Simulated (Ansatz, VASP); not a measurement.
**Yb: VASP beside Ansatz**

```
CELL_PARAMETERS angstrom
-0.00931 2.76749 2.73925
2.78357 -0.02445 2.75440
2.71411 2.71318 0.04500
ATOMIC_POSITIONS crystal
Yb 0.00000 0.00000 0.00000
```

Change from the starting cell: cell strained at random at fixed volume.

Alike in both runs: functional SVWN5; k mesh 6 × 6 × 7; occupations gaussian, width 0.05 eV; collinear spin.

```csv
,VASP,Ansatz
version,VASP 6.6.1,Ansatz 0.2.0
potentials or method,"VASP PAW PBE potentials, release 64 (Yb)",SSSP precision PAW
plane-wave cutoff (eV),520,544
valence electrons in the cell,24,24
task,single point,density of states
```

```csv
,VASP,Ansatz,Ansatz less VASP
gap on the k mesh at the Fermi level (eV),none,none,-
pressure (GPa),-4.9,-5.1,-0.20
"traceless stress, the component that is largest in VASP (GPa)",-0.28,-0.29,-0.004
net moment per atom (μB),0.01,0.00,-0.010
size of the moment on the site where the two differ most (μB),0.05,0.00,-0.049
```

VASP's potentials were made for PBE, not for SVWN5. Site moments also hang on the region over which each program counts them. A gap of «none» marks a metal or a gap that the smearing closes. The functional is the same, so the differences come from potentials, cutoffs and numerics.

Spin-orbit coupling is off throughout.
